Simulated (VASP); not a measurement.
# AlAs (I-4m2) in VASP: single point with HSE06

Aim: the single point of AlAs with HSE06.

All numbers are computed with VASP 6.6.1; they aren't measurements. Logs are shortened: lines on timing, memory, paths and dates and some standing lists are left out, and cuts for length are marked.

### Step 1. The cell of the first run

It takes space group I-4m2 (No. 119, tetragonal). Conventional cell: a = 4.007 Å, b = 4.007 Å, c = 5.683 Å, α = 90.00°, β = 90.00°, γ = 90.00°. Al (site symmetry -4m2) has 4 As at 2.46 Å within 3.2 Å. Within 3.2 Å of As (site symmetry -4m2) lie 4 Al at 2.46 Å.

### Step 2. Single point, HSE06

File POSCAR:

```
AlAs
1.0
    0.0000000000      2.8333268029      2.8413660752
    2.8333268029      0.0000000000      2.8413660752
    2.8333268029      2.8333268029      0.0000000000
Al As
1 1
Direct
    0.0000000000      0.0000000000      0.0000000000
    0.2500000000      0.2500000000      0.2500000000
```

File INCAR.step1:

```
SYSTEM = AlAs
ALGO = Normal ; EDIFF = 1E-5
ENCUT = 400 ; GGA = PE
GGA_COMPAT = .FALSE. ; ISIF = 2
ISMEAR = 0 ; LASPH = .TRUE.
LREAL = .FALSE. ; LWAVE = .TRUE.
NBANDS = 11 ; NELM = 120
PREC = Accurate ; SIGMA = 0.01
```

File INCAR.step2:

```
SYSTEM = AlAs
ALGO = Normal ; EDIFF = 1E-6
ENCUT = 400 ; GGA = PE
GGA_COMPAT = .FALSE. ; HFSCREEN = 0.2079
ISIF = 2 ; ISMEAR = 0
ISTART = 1 ; LASPH = .TRUE.
LCHARG = .TRUE. ; LELF = .TRUE.
LHFCALC = .TRUE. ; LREAL = .FALSE.
LVHAR = .TRUE. ; LWAVE = .FALSE.
NBANDS = 11 ; NELM = 120
PREC = Accurate ; PRECFOCK = Normal
SIGMA = 0.01
```

File KPOINTS:

```
k-points
0
G
  6 6 6
  0 0 0
```

Potentials or basis: VASP PAW PBE potentials, release 64 (Al, As).

The run is started by

```console
> cat potpaw_PBE.64/Al/POTCAR potpaw_PBE.64/As/POTCAR > POTCAR
> cp INCAR.step1 INCAR
> mpirun -np 1 vasp_std > vasp.out
> cp INCAR.step2 INCAR
> mpirun -np 1 vasp_std > vasp.out
```

OUTCAR:

```text
SYSTEM = AlAs
   EDIFF = 1E-6
   ENCUT = 400
   GGA = PE
   HFSCREEN = 0.2079
   ISIF = 2
   ISMEAR = 0
   ISTART = 1
   LASPH = .TRUE.
   LHFCALC = .TRUE.
   LREAL = .FALSE.
   NELM = 120
   PREC = Accurate
   PRECFOCK = Normal

 ion  position               nearest neighbor table
   1  0.000  0.000  0.000-   2 2.46   2 2.46   2 2.46   2 2.46
   2  0.250  0.250  0.250-   1 2.46   1 2.46   1 2.46   1 2.46

  LATTYP: Found a body centered tetragonal cell.
 ALAT       =     4.0069291913
 C/A-ratio  =     1.4182262474

  Lattice vectors:

 A1 = (  -2.8333268029,   0.0000000000,   2.8413660752)
 A2 = (   2.8333268029,   0.0000000000,   2.8413660752)
 A3 = (   0.0000000000,   2.8333268029,  -2.8413660752)

Analysis of symmetry for initial positions (statically):
=====================================================================
 Subroutine PRICEL returns:
 Original cell was already a primitive cell.

 Routine SETGRP: Setting up the symmetry group for a
 body centered tetragonal supercell.

 Subroutine GETGRP returns: Found  8 space group operations
 (whereof  8 operations were pure point group operations)
 out of a pool of 16 trial point group operations.

The static configuration has the point symmetry D_2d.

Analysis of symmetry for dynamics (positions and initial velocities):
=====================================================================
 Subroutine PRICEL returns:
 Original cell was already a primitive cell.

 Routine SETGRP: Setting up the symmetry group for a
 body centered tetragonal supercell.

 Subroutine GETGRP returns: Found  8 space group operations
 (whereof  8 operations were pure point group operations)
 out of a pool of 16 trial point group operations.

The dynamic configuration has the point symmetry D_2d.

 Subroutine INISYM returns: Found  8 space group operations
 (whereof  8 operations are pure point group operations),
 and found     1 'primitive' translations

----------------------------------------------------------------------------------------

                                     Primitive cell

  volume of cell :      45.6195

  direct lattice vectors                    reciprocal lattice vectors
     0.000000000  2.833326803  2.841366075    -0.176470995  0.176470995  0.175971693
     2.833326803  0.000000000  2.841366075     0.176470995 -0.176470995  0.175971693
     2.833326803  2.833326803  0.000000000     0.176470995  0.176470995 -0.175971693

  length of vectors
     4.012617842  4.012617842  4.006929191     0.305368730  0.305368730  0.305368730
[... 99 lines left out ...]
   IMIX   =      1    mixing-type and parameters
     AMIX     =   0.40;   BMIX     =  1.00
     AMIX_MAG =   1.60;   BMIX_MAG =  1.00
  volume/ion in A,a.u.               =      22.81       153.93
  Fermi-wavevector in a.u.,A,eV,Ry     =   0.916336  1.731624 11.424421  0.839671
  Thomas-Fermi vector in A             =   2.041180
   LORBIT       =      0    0 simple, 1 ext, 2 COOP (PROOUT), +10 PAW based schemes
   GGA     = PE    functional components
   LHFCALC =     T    Hartree Fock is set to
   PRECFOCK=normal    Normal, Fast or Accurate (Low or Medium for compatibility)
   ENCUT4O =  -1.0   cutoff for four orbital integrals eV
   NKREDX  =     1    reduce k-point grid by
   NKREDY  =     1    reduce k-point grid by
   NKREDZ  =     1    reduce k-point grid by
   AEXX    =    0.2500 exact exchange contribution
   HFSCREEN=    0.2079 screening length (either q_TF or 0.3 A-1)
   HFSCREENC=   0.2079 screening length for correlation (either q_TF or 0.3 A-1)
   ENCUTFOCK=  -1.0 apply spherical cutoff to Coloumb kernel
   IVDW    =     0    specifies the selected vdW correction
   LEPSILON=     F    determine dielectric tensor
   LRPA    =     F    only Hartree local field effects (RPA)
 non-spin polarized calculation
 Gauss-broadening in eV      SIGMA  =   0.01
  energy-cutoff  :      400.00
  volume of cell :       45.62
 maximum number of plane-waves:       869
 NGX is ok and might be reduce to    28
  NGX = 20; NGY = 20; NGZ = 20

 number of electron       7.9999999 magnetization

 Free energy of the ion-electron system (eV)
  ---------------------------------------------------
  ext. energy  EPLUGINS =         0.00000000
  ---------------------------------------------------
  free energy    TOTEN  =       -10.96467650 eV

  energy without entropy =      -10.96467650  energy(sigma->0) =      -10.96467650

 E-fermi :   3.4911     XC(G=0):  -7.5339

 val. band max:        3.3852985300   @ k =   0.0000   0.0000   0.0000
 cond. band min:       5.4733492113   @ k =   0.5000   0.0000   0.5000
 fundamental gap:      2.0880506812
 Fermi energy:         3.4910923630

 k-point     1 :       0.0000    0.0000    0.0000
  band No.  band energies     occupation
      1      -9.6654      2.00000
      2       3.3706      2.00000
      3       3.3853      2.00000
      4       3.3853      2.00000
      5       6.2594      0.00000
      6       8.5148      0.00000
      7       8.5148      0.00000
      8       8.5193      0.00000
      9      13.2304      0.00000
     10      13.4279      0.00000
     11      13.4822      0.00000
[... 309 lines left out ...]
 k-point    24 :       0.5000    0.0000    0.3333
  band No.  band energies     occupation
      1      -7.6531      2.00000
      2      -2.1777      2.00000
      3       0.3735      2.00000
      4       1.2973      2.00000
      5       6.1625      0.00000
      6       7.8719      0.00000
      7      12.4094      0.00000
      8      12.7802      0.00000
      9      15.3318      0.00000
     10      16.2299      0.00000
     11      17.7467      0.00000

 [... further k-points ...]

------------------------ aborting loop because EDIFF is reached ----------------------------------------

  FORCE on cell =-STRESS in cart. coord.  units (eV):
  Direction    XX          YY          ZZ          XY          YZ          ZX
  --------------------------------------------------------------------------------------
  -------------------------------------------------------------------------------------
  Total        0.0687491      0.0687491      0.0184968      0.0000000      0.0000000      0.0000000
  in kB        2.4145005      2.4145005      0.6496160      0.0000000      0.0000000      0.0000000
  external PRESSURE =       1.8262057 kB  Pullay stress =       0.0000000 kB

 VOLUME and BASIS-vectors are now :
 -----------------------------------------------------------------------------
  energy-cutoff  :      400.00
  volume of cell :       45.62
      direct lattice vectors                 reciprocal lattice vectors
     0.000000000  2.833326803  2.841366075    -0.176470995  0.176470995  0.175971693
     2.833326803  0.000000000  2.841366075     0.176470995 -0.176470995  0.175971693
     2.833326803  2.833326803  0.000000000     0.176470995  0.176470995 -0.175971693

 POSITION                                       TOTAL-FORCE (eV/Angst)
 -----------------------------------------------------------------------------------
      0.00000      0.00000      0.00000         0.000000      0.000000     -0.000000
      1.41666      1.41666      1.42068        -0.000000     -0.000000      0.000000
 -----------------------------------------------------------------------------------
    total drift:                               -0.000001     -0.000000      0.000000

  FREE ENERGIE OF THE ION-ELECTRON SYSTEM (eV)
  ---------------------------------------------------
  free  energy   TOTEN  =       -10.9646765048 eV

  energy  without entropy=      -10.9646765048  energy(sigma->0) =      -10.96467650
```

OUTCAR.step1:

```text
SYSTEM = AlAs
   EDIFF = 1E-5
   ENCUT = 400
   GGA = PE
   ISIF = 2
   ISMEAR = 0
[... 560 lines left out ...]
      0.00000      0.00000      0.00000        -0.000000     -0.000000      0.000000
      1.41666      1.41666      1.42068         0.000000      0.000000     -0.000000
 -----------------------------------------------------------------------------------
    total drift:                                0.000000      0.000000      0.000000

  FREE ENERGIE OF THE ION-ELECTRON SYSTEM (eV)
  ---------------------------------------------------
  free  energy   TOTEN  =        -9.3666501719 eV

  energy  without entropy=       -9.3666501719  energy(sigma->0) =       -9.36665017
```

It took 11 min on 1 thread of Oxide Virtual Turin-like, shared host; peak memory 0.24 GiB.

What came out:

* Free energy: -10.9647 eV
* Pressure: 0.2 GPa
* Band gap on the k mesh: 2.09 eV (least direct gap 2.87 eV)

Caveat: the PAW data sets were made with another functional, which shifts forces and pressure a little.
